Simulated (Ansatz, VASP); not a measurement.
## Si3Te: VASP beside Ansatz

```
Si Te
1.0
     5.77451    0.00000    0.00000
    -2.88725    5.00087    0.00000
     0.00000    0.00000    2.77468
Si Te
3 1
Direct
  0.50000 0.00000 0.00000
  0.00000 0.50000 0.00000
  0.50000 0.50000 0.00000
  0.00000 0.00000 0.00000
```

Alike in both runs: task relaxation of cell and atoms; functional PBE; k mesh 3 × 3 × 6; occupations gaussian, width 0.1 eV; no spin polarisation.

|  | VASP | Ansatz |
| --- | --- | --- |
| version | VASP 6.6.1 | Ansatz 0.2.0 |
| potentials or method | VASP PAW PBE potentials, release 64 (Si, Te), cutoff 600 eV | scalar-relativistic, plane waves, PAW |
| valence electrons in the cell | 18 | 28 |

```tsv
	VASP	Ansatz	Ansatz less VASP
gap on the k mesh at the Fermi level, each at its own relaxed structure (eV)	none	none	-
relaxed volume (Å³/atom)	20.09	20.08	-0.004
relaxed cell length with the largest relative difference (Å)	2.645	2.644	-0.0007
```

A gap of «none» marks a metal or a gap that the smearing closes. VASP's potentials hold 18 valence electrons a cell and Ansatz's 28, so a difference there can come from the potentials and not from the codes.

The k mesh is coarse, so the values compare programs but aren't converged. Neither program's run includes spin-orbit coupling.
